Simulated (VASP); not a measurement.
The system is Hf.

```
Hf
1.0
     3.19670    0.00000    0.00000
    -1.59835    2.76842    0.00000
     0.00000    0.00000    5.05780
Hf
2
Direct
  0.33333 0.66667 0.25000
  0.66667 0.33333 0.75000
```

Base run:

- Program: VASP 6.6.1
- Functional: LDA
- Potentials or basis: VASP PAW LDA potentials, release 64 (Hf_pv)
- Cutoff: 520 eV
- k mesh: 12 × 12 × 7
- Occupations: fermi-dirac, width 0.05 eV
- Spin: collinear spin, ferromagnetic start
- Starting moments: [1.6, 1.6] μB
- Fixed moment: 3.2 μB

Its results: pressure -0.9 GPa; site moments Hf +1.11 μB.

Question: The run is repeated on the same cell with these changes: fixed moment from 3.2 μB to 1.8 μB; moments at the start from [1.6, 1.6] to [0.9, 0.9]. What comes out?

Answer: Pressure -5.3 GPa; site moments Hf +0.63 μB.

Caveats: the total moment is fixed, so each spin has its own Fermi level.
